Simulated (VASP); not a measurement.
Runs of VASP 6.6.1 on PbS. It takes space group F-43m (No. 216, cubic). The conventional cell has a = 6.602 Å, b = 6.602 Å, c = 6.602 Å, α = 90.00°, β = 90.00°, γ = 90.00°. Pb (site symmetry -43m) has 4 S at 2.86 Å within 3.8 Å. S (site symmetry -43m) has 4 Pb at 2.86 Å within 3.8 Å. 

| level | k mesh | cutoff (eV) | smearing | grid for exact exchange (PRECFOCK) | share of exact exchange | screening parameter | gap on the mesh (eV) | pressure (GPa) |
| --- | --- | --- | --- | --- | --- | --- | --- | --- |
| HSE06 | 2 × 2 × 2 | 400 | gaussian 0.01 eV | Normal | 0.25 | 0.2079 1/Å | 1.95 | -1.6 |
| r2SCAN | 4 × 4 × 4 | 550 | gaussian 0.001 eV | - | - | - | 0.95 | 0.0 |
| PBE-based screened hybrid with 30 % exact exchange | 4 × 4 × 4 | 520 | gaussian 0.01 eV | Normal | 0.3 | 0.3 1/Å | (b) | 0.0 |
| PBE | 2 × 2 × 2 | 500 | gaussian 0.01 eV | - | - | - | 1.30 | (a) |
| r2SCAN | 4 × 4 × 4 | 550 | gaussian 0.2 eV | - | - | - | 0.95 | 0.0 |
| r2SCAN | 4 × 4 × 4 | 550 | gaussian 0.01 eV | - | - | - | 0.95 | 0.0 |

Alike in all rows: task single point; potentials or basis VASP PAW PBE potentials, release 64 (Pb_d, S); no spin polarisation; cell as given.

Question: Estimate the missing entries.

Answer: (a) -0.3; (b) 1.22.

Caveats: some runs use coarse meshes; spin-orbit coupling is left out, which moves the levels of the heavy elements; the PAW data sets were made with another functional, which shifts forces and pressure a little (at least some runs).

A k mesh can miss the band edges, and the runs leave out spin-orbit coupling on Pb.
